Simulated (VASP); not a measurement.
# B9W in VASP: a series of runs

B9W is run at these levels: PBE; tasks: single point.

Program: VASP 6.6.1. These are calculated values, not measurements. Logs are shortened: lines on timing, memory, paths and dates and some standing lists are left out, and cuts for length are marked.

**1. The cell of the first run**

The cell holds a disordered packing, 20 atoms: a = 5.292 Å, b = 5.617 Å, c = 5.386 Å, α = 90.64°, β = 93.31°, γ = 88.84°.

**2. Single point, PBE**

INCAR

```
PREC = Accurate
ENCUT = 420
EDIFF = 1E-6
ISMEAR = -1
SIGMA = 0.3102
LREAL = Auto
LASPH = True
NELM = 120
ALGO = Normal
ISIF = 2
LWAVE = False
LCHARG = False
GGA = PE
NBANDS = 57
ISYM = -1
GGA_COMPAT = False
```

KPOINTS

```
explicit points
1
Reciprocal
  0.25000000   0.25000000   0.25000000 1
```

POSCAR

```
B9W
1.0
    5.2893000000      0.0549780000     -0.1542150000
    0.0549780000      5.6170210000     -0.0299570000
   -0.1542150000     -0.0299570000      5.3834570000
B W
18 2
Direct
    0.7331949934      0.5708340779     -0.1788697964
    0.3278920976      0.6407793375      0.8020778668
    0.0564280177      0.6488444443      0.3191964717
    0.3969252948      0.7098644253      0.3140348744
    0.0686668235      0.9134959890      0.1546322472
    0.1066123543      0.7209024671      0.8858574146
    0.4465483468      0.5049572707      1.0774419594
    0.4935033406      0.1467017855      0.4833874150
    0.0785454699      0.3663576767      0.0758432484
    0.5567860088      1.0134221586      0.2251736834
    1.0940788052      0.4571066909      0.7146959487
    0.4871469088      0.4347073445      0.5993806375
    0.1986800369      0.1446239781      0.2942869131
    0.7259033881      0.2915941439      0.1188085048
    0.8633941389      0.1022810493      0.3307903008
    0.2547386053      0.9384067958      0.5634642139
    0.9368189483      0.3849197567      0.3301662064
    0.6463391242      0.7040658224      1.1611624070
    0.8886214786      0.1677651182      0.7893588638
    0.3727703166      0.0936617397      0.8870756466
```

Potentials or basis: VASP PAW PBE potentials, release 64 (B, W_sv).

On the command line:

```
$ cat potpaw_PBE.64/B/POTCAR potpaw_PBE.64/W_sv/POTCAR > POTCAR
$ mpirun -np 1 vasp_std > vasp.out
```

OUTCAR:

```text
PREC = Accurate
   ENCUT = 420
   EDIFF = 1E-6
   ISMEAR = -1
   LREAL = Auto
   LASPH = True
   NELM = 120
   ISIF = 2
   GGA = PE
   ISYM = -1

 ion  position               nearest neighbor table
   1  0.733  0.571  0.821-  12 1.88  18 2.04  11 2.11   7 2.15   2 2.17  19 2.40
   2  0.328  0.641  0.802-   6 1.35  11 1.67   7 1.75  12 1.81  16 2.14   1 2.17  20 2.59
   3  0.056  0.649  0.319-  17 1.63   5 1.74   4 1.84   9 2.05
   4  0.397  0.710  0.314-  18 1.60   7 1.74   3 1.84  10 1.99  16 2.01
   5  0.069  0.913  0.155-  13 1.64   3 1.74  15 1.80   6 1.82  20 2.46  19 2.57
   6  0.107  0.721  0.886-   2 1.35  11 1.74   5 1.82  20 2.55  19 2.78
   7  0.447  0.505  0.077-  18 1.60   4 1.74   2 1.75  14 1.89   9 2.11   1 2.15  20 2.55
   8  0.494  0.147  0.483-  10 1.62  12 1.73  16 1.81  13 1.81  20 2.33  19 2.59
   9  0.079  0.366  0.076-  17 1.60  13 1.80  14 1.95  11 2.02   3 2.05   7 2.11  19 2.11  20 2.42

  10  0.557  0.013  0.225-   8 1.62  15 1.77  18 1.83  14 1.93   4 1.99  20 2.06  13 2.07
  11  0.094  0.457  0.715-   2 1.67   6 1.74   9 2.02  19 2.03   1 2.11  20 2.64
  12  0.487  0.435  0.599-   8 1.73   2 1.81   1 1.88  20 2.58  19 2.73
  13  0.199  0.145  0.294-   5 1.64   9 1.80   8 1.81  15 1.82  16 1.87  17 1.93  10 2.07  20 2.44

  14  0.726  0.292  0.119-  17 1.64  15 1.69   7 1.89  10 1.93   9 1.95  19 2.12  20 2.46
  15  0.863  0.102  0.331-  17 1.64  14 1.69  10 1.77   5 1.80  13 1.82  19 2.49
  16  0.255  0.938  0.563-   8 1.81  13 1.87  20 2.01   4 2.01   2 2.14  19 2.65
  17  0.937  0.385  0.330-   9 1.60   3 1.63  14 1.64  15 1.64  13 1.93  19 2.80
  18  0.646  0.704  0.161-   4 1.60   7 1.60  10 1.83   1 2.04
  19  0.889  0.168  0.789-  11 2.03   9 2.11  14 2.12   1 2.40  15 2.49   5 2.57   8 2.59  20 2.61
                            16 2.65  12 2.73   6 2.78  17 2.80  20 2.85
  20  0.373  0.094  0.887-  16 2.01  10 2.06   8 2.33   9 2.42  13 2.44   5 2.46  14 2.46   7 2.55
                             6 2.55  12 2.58   2 2.59  19 2.61  11 2.64  19 2.85

IMPORTANT INFORMATION: All symmetrisations will be switched off!
NOSYMM: (Re-)initialisation of all symmetry stuff for point group C_1.

----------------------------------------------------------------------------------------

                                     Primitive cell

  volume of cell :     159.7890

  direct lattice vectors                    reciprocal lattice vectors
     5.289300000  0.054978000 -0.154215000     0.189237643 -0.001823354  0.005410772
     0.054978000  5.617021000 -0.029957000    -0.001823354  0.178053164  0.000938570
    -0.154215000 -0.029957000  5.383457000     0.005410772  0.000938570  0.185914467

  length of vectors
     5.291833268  5.617369929  5.385748691     0.189323762  0.178064973  0.185995555

  position of ions in fractional coordinates (direct lattice)
     0.733194993  0.570834078  0.821130204
     0.327892098  0.640779337  0.802077867
     0.056428018  0.648844444  0.319196472
     0.396925295  0.709864425  0.314034874
     0.068666824  0.913495989  0.154632247
     0.106612354  0.720902467  0.885857415
     0.446548347  0.504957271  0.077441959
     0.493503341  0.146701785  0.483387415
     0.078545470  0.366357677  0.075843248
     0.556786009  0.013422159  0.225173683
     0.094078805  0.457106691  0.714695949
     0.487146909  0.434707344  0.599380637
     0.198680037  0.144623978  0.294286913
     0.725903388  0.291594144  0.118808505
     0.863394139  0.102281049  0.330790301
     0.254738605  0.938406796  0.563464214
     0.936818948  0.384919757  0.330166206
     0.646339124  0.704065822  0.161162407
     0.888621479  0.167765118  0.789358864
     0.372770317  0.093661740  0.887075647

  ion indices of the primitive-cell ions
   primitive index   ion index
                 1           1
                 2           2
                 3           3
                 4           4
                 5           5
                 6           6
                 7           7
                 8           8
                 9           9
                10          10
                11          11
                12          12
                13          13
                14          14
                15          15
                16          16
                17          17
                18          18
                19          19
                20          20

----------------------------------------------------------------------------------------

 KPOINTS: explicit points

Read explicit list of k-points.

 Found      1 k-points:

 Following reciprocal coordinates:
            Coordinates               Weight
  0.250000  0.250000  0.250000      1.000000
   k-points           NKPTS =      1   k-points in BZ     NKDIM =      1   number of bands    NBANDS=     57
   number of dos      NEDOS =    301   number of ions     NIONS =     20
   total plane-waves  NPLWV =  51840
   dimension x,y,z NGX =    36 NGY =   40 NGZ =   36
   dimension x,y,z NGXF=    72 NGYF=   80 NGZF=   72
   ions per type =              18   2
   NGX,Y,Z   is equivalent  to a cutoff of  11.31, 11.84, 11.11 a.u.
   NGXF,Y,Z  is equivalent  to a cutoff of  22.62, 23.68, 22.22 a.u.
 SYSTEM =  unknown system
   PREC   = accura    normal or accurate (medium, high low for compatibility)
   ISTART =      0    job   : 0-new  1-cont  2-samecut
   ICHARG =      2    charge: 1-file 2-atom 10-const
   ISPIN  =      1    spin polarized calculation?
   LNONCOLLINEAR =      F non collinear calculations
   LSORBIT =      F    spin-orbit coupling
   LASPH  =      T    aspherical Exc in radial PAW
   ENCUT  =  420.0 eV  30.87 Ry    5.56 a.u.   8.84  9.39  9.00*2*pi/ulx,y,z
   NELM   =    120;   NELMIN=  2; NELMDL= -5     # of ELM steps
   EDIFF  = 0.1E-05   stopping-criterion for ELM
   LREAL  =      T    real-space projection
   EDIFFG = 0.1E-04   stopping-criterion for IOM
   NSW    =      0    number of steps for IOM
   IBRION =     -1    ionic relax: 0-MD 1-quasi-New 2-CG
   NFREE  =      0    steps in history (QN), initial steepest desc. (CG)
   ISIF   =      2    stress and relaxation
   ISYM   =     -1    0-nonsym 1-usesym 2-fastsym
   POTIM  = 0.5000    time-step for ionic-motion
   TEBEG  =    0.0;   TEEND  =   0.0 temperature during run
   PSTRESS=    0.0 pullay stress
   NELECT =      82.0000    total number of electrons
   NUPDOWN=      -1.0000    fix difference up-down
   EMIN   =  10.00;   EMAX   =-10.00  energy-range for DOS
   EFERMI =   0.00;   METHOD = LEGACY
   ISMEAR =    -1;   SIGMA  =   0.31  broadening in eV -4-tet -1-fermi 0-gaus
   EFERMI_NEDOS =   21; number of points for ismear=-14 and -15
   IALGO  =     38    algorithm
   IMIX   =      4    mixing-type and parameters
     AMIX     =   0.40;   BMIX     =  1.00
     AMIX_MAG =   1.60;   BMIX_MAG =  1.00
  volume/ion in A,a.u.               =       7.99        53.92
  Fermi-wavevector in a.u.,A,eV,Ry     =   1.310681  2.476829 23.373257  1.717886
  Thomas-Fermi vector in A             =   2.441195
   LORBIT       =      0    0 simple, 1 ext, 2 COOP (PROOUT), +10 PAW based schemes
   GGA     = PE    functional components
   LHFCALC =     F    Hartree Fock is set to
   AEXX    =    0.0000 exact exchange contribution
   IVDW    =     0    specifies the selected vdW correction
   LEPSILON=     F    determine dielectric tensor
   LRPA    =     F    only Hartree local field effects (RPA)
 non-spin polarized calculation
  energy-cutoff  :      420.00
  volume of cell :      159.79
 maximum number of plane-waves:      3121
 NGX is ok and might be reduce to    36
   NGX = 17   NGY = 19   NGZ = 17

 number of electron      82.0000002 magnetization

 Free energy of the ion-electron system (eV)
  ---------------------------------------------------
  ext. energy  EPLUGINS =         0.00000000
  ---------------------------------------------------
  free energy    TOTEN  =      -128.15720455 eV

  energy without entropy =     -126.48143891  energy(sigma->0) =     -127.31932173

 E-fermi :   7.7974     XC(G=0): -12.1678

 val. band max:        7.7253554694   @ k =   0.2500   0.2500   0.2500
 cond. band min:       7.9558121466   @ k =   0.2500   0.2500   0.2500
 fundamental gap:      0.2304566773
 Fermi energy:         7.7973502233

 k-point     1 :       0.2500    0.2500    0.2500
  band No.  band energies     occupation
      1     -66.4063      2.00000
      2     -66.0226      2.00000
      3     -30.9330      2.00000
      4     -30.8734      2.00000
      5     -30.7396      2.00000
      6     -30.4577      2.00000
      7     -30.4130      2.00000
      8     -30.0559      2.00000
      9      -7.7845      2.00000
     10      -6.5214      2.00000
     11      -5.6194      2.00000
     12      -4.8123      2.00000
     13      -3.7345      2.00000
     14      -2.5690      2.00000
     15      -2.3651      2.00000
     16      -1.7841      2.00000
     17      -1.3421      2.00000
     18      -0.7607      2.00000
     19      -0.1369      2.00000
     20       0.0739      2.00000
     21       0.6370      2.00000
     22       0.8711      2.00000
     23       1.4089      2.00000
     24       1.7007      2.00000
     25       2.0186      2.00000
     26       2.4528      2.00000
     27       2.7978      2.00000
     28       3.1230      2.00000
     29       3.5214      2.00000
     30       3.7900      2.00000
     31       4.0454      1.99999
     32       4.3946      1.99997
     33       4.7802      1.99988
     34       5.1568      1.99960
     35       5.3895      1.99915
     36       5.9881      1.99415
     37       6.2398      1.98689
     38       6.4372      1.97538
     39       6.8689      1.90453
     40       7.0872      1.81596
     41       7.7254      1.11553
     42       7.9558      0.74999
     43       8.2759      0.35226
     44       8.8168      0.07208
     45       9.1355      0.02641
     46       9.6442      0.00518
     47       9.8991      0.00228
     48      10.4364      0.00040
     49      10.5528      0.00028
     50      11.0133      0.00006
     51      11.2887      0.00003
     52      11.6202      0.00001
     53      11.8502      0.00000
 [bands above 53 left out]

------------------------ aborting loop because EDIFF is reached ----------------------------------------

  FORCE on cell =-STRESS in cart. coord.  units (eV):
  Direction    XX          YY          ZZ          XY          YZ          ZX
  --------------------------------------------------------------------------------------
  -------------------------------------------------------------------------------------
  Total       19.1169800      0.3029071     26.0540010      8.7356411      4.6141172     -2.5429416
  in kB      191.6827322      3.0371981    261.2390714     87.5907995     46.2649746    -25.4976464
  external PRESSURE =     151.9863339 kB  Pullay stress =       0.0000000 kB

 VOLUME and BASIS-vectors are now :
 -----------------------------------------------------------------------------
  energy-cutoff  :      420.00
  volume of cell :      159.79
      direct lattice vectors                 reciprocal lattice vectors
     5.289300000  0.054978000 -0.154215000     0.189237643 -0.001823354  0.005410772
     0.054978000  5.617021000 -0.029957000    -0.001823354  0.178053164  0.000938570
    -0.154215000 -0.029957000  5.383457000     0.005410772  0.000938570  0.185914467

 POSITION                                       TOTAL-FORCE (eV/Angst)
 -----------------------------------------------------------------------------------
      3.78284      3.22210      4.29035        -0.768186      0.318191      0.508400
      1.64586      3.59327      4.24819        11.381146     -3.688390     -4.748890
      0.28491      3.63811      1.69024         1.773774      0.741113     -1.533265
      2.09006      3.99974      1.60812        -2.308952     -0.845123      2.804324
      0.38958      5.13027      0.79450        -0.887018     -1.429385     -2.135382
      0.46693      4.02865      4.73094       -11.014650      5.421092      4.218030
      2.37775      2.85859      0.33291        -1.012200     -1.682527     -0.793046
      2.54381      0.83668      2.52179        -0.693425      0.425672      2.294793
      0.42390      2.05989      0.38521         3.124244      1.529614      0.498121
      2.91102      0.09926      1.12595         2.322035     -2.192863      0.822404
      0.41253      2.55134      3.81933         0.218461      1.314206     -1.115521
      2.50813      2.45059      3.13859         0.678930      0.645726      1.812128
      1.01345      0.81446      1.54931         0.980072      0.507947      0.608962
      3.83723      1.67424      0.51892        -2.558093      0.185765     -1.431711
      4.52136      0.61207      1.64458        -0.879491     -1.835197      1.322741
      1.31209      5.26818      2.96599        -0.173677     -1.036797     -2.221833
      4.92536      2.20372      1.62143         1.718073      0.413937      3.945266
      3.43254      3.98546      0.74684         1.678161      1.929160     -1.736972
      4.58768      0.96755      4.10741        -3.150265     -2.718391     -4.743204
      1.84004      0.52002      4.71524        -0.428938      1.996249      1.624655
 -----------------------------------------------------------------------------------
    total drift:                               -0.002560     -0.008256      0.005047

  FREE ENERGIE OF THE ION-ELECTRON SYSTEM (eV)
  ---------------------------------------------------
  free  energy   TOTEN  =      -128.1572045517 eV

  energy  without entropy=     -126.4814389099  energy(sigma->0) =     -127.31932173
```

Run time: 57 s. Hardware: 1 thread of Intel Xeon 8259CL, shared host; peak memory 0.22 GiB.

Results:

```
Free energy   : -128.1572 eV
Pressure      : 15.2 GPa
Largest force : 12.981 eV/Å
```

Forces in eV/Å, atoms in the order of the input:
```
B    -0.768   0.318   0.508
B    11.381  -3.688  -4.749
B     1.774   0.741  -1.533
B    -2.309  -0.845   2.804
B    -0.887  -1.429  -2.135
B   -11.015   5.421   4.218
B    -1.012  -1.683  -0.793
B    -0.693   0.426   2.295
B     3.124   1.530   0.498
B     2.322  -2.193   0.822
B     0.218   1.314  -1.116
B     0.679   0.646   1.812
B     0.980   0.508   0.609
B    -2.558   0.186  -1.432
B    -0.879  -1.835   1.323
B    -0.174  -1.037  -2.222
B     1.718   0.414   3.945
B     1.678   1.929  -1.737
W    -3.150  -2.718  -4.743
W    -0.429   1.996   1.625
```

Caveat: the atoms stand as in a frame of molecular dynamics; so wide a smearing shifts energies and pressures; spin-orbit coupling is left out, which moves the levels of the heavy elements.

**3. Single point, PBE**

Changes to INCAR since step 2:

```diff
@@ -13,4 +13,4 @@
 GGA = PE
+ISYM = -1
 NBANDS = 57
-ISYM = -1
 GGA_COMPAT = False
```

KPOINTS is that of step 2.

POSCAR

```
B9W
1.0
    5.2893000000      0.0549780000     -0.1542150000
    0.0549780000      5.6170210000     -0.0299570000
   -0.1542150000     -0.0299570000      5.3834570000
B W
18 2
Direct
    0.8491486506      0.6945071114     -0.1860158243
    0.3726856790      0.6492066334      0.7664588024
    0.0949286250      0.6037711009      0.2876769683
    0.5316685872      0.6034034820      0.3079115203
   -0.0087273353      0.8981745951      0.2245134920
    0.1623850187      0.5839985691      0.9232509985
    0.5403961939      0.3006675083      1.1527392706
    0.5106526081      0.2102636851      0.5394463374
    0.1863383122      0.2720910806      0.0467610673
    0.6128824473      0.8787965554      0.2981526136
    1.1439239988      0.3859828290      0.6801852652
    0.7641492842      0.4458199743      0.5447660696
    0.3051876267      0.0083327057      0.2887334537
    0.8119086081      0.1439317450      0.1425625299
    0.8539586830     -0.2376302612      0.4926318811
    0.1980678329      0.8687950925      0.5822896933
    1.0947685730      0.3282231831      0.3600393423
    0.6892656586      0.7974883364      1.0262436315
    0.8423964469      0.0787205941      0.7349701875
    0.3350785854      0.0360652347      0.8689164881
```

Potentials or basis: VASP PAW PBE potentials, release 64 (B, W_sv).

On the command line:

```
$ cat potpaw_PBE.64/B/POTCAR potpaw_PBE.64/W_sv/POTCAR > POTCAR
$ mpirun -np 1 vasp_std > vasp.out
```

It took 49 s on 1 thread of Intel Xeon 8259CL, shared host; peak memory 0.22 GiB.

It converged, with:

| Property | Result |
| --- | --- |
| Free energy | -126.3043 eV |
| Pressure | 14.5 GPa |
| Largest force | 8.718 eV/Å |

Forces in eV/Å, atoms in the order of the input:
```
B    1.139 -2.703 -1.661
B    3.466  1.567 -3.375
B    0.720  1.465 -0.913
B    0.685 -2.481  0.244
B    0.930 -1.552  0.854
B   -3.774 -0.460  3.172
B    0.004  1.790  1.529
B   -1.344  0.684 -1.112
B   -4.165  6.029  4.206
B   -0.434  2.690  0.964
B    1.473 -0.556  0.168
B   -1.067  1.030  0.084
B   -0.297  1.706  1.117
B   -0.037  0.929 -0.590
B   -0.909 -1.911  0.727
B   -2.150 -2.096 -5.637
B   -0.896 -1.405  1.448
B   -0.944  0.133 -2.172
W    0.809  0.593  0.507
W    6.790 -5.450  0.438
```

Stress tensor (GPa, compression positive):
```
 8.21 -3.93 -9.04
-3.93 17.28  4.43
-9.04  4.43 17.98
```

Levels at points of the mesh, in eV from the Fermi level:
```tsv
k point	band 39	band 40	band 41	band 42	band 43	band 44
(0.25, 0.25, 0.25)	-0.91	-0.51	-0.18	0.25	0.44	0.78
```

Caveat: the atoms stand as in a frame of molecular dynamics; so wide a smearing shifts energies and pressures; spin-orbit coupling is left out, which moves the levels of the heavy elements.
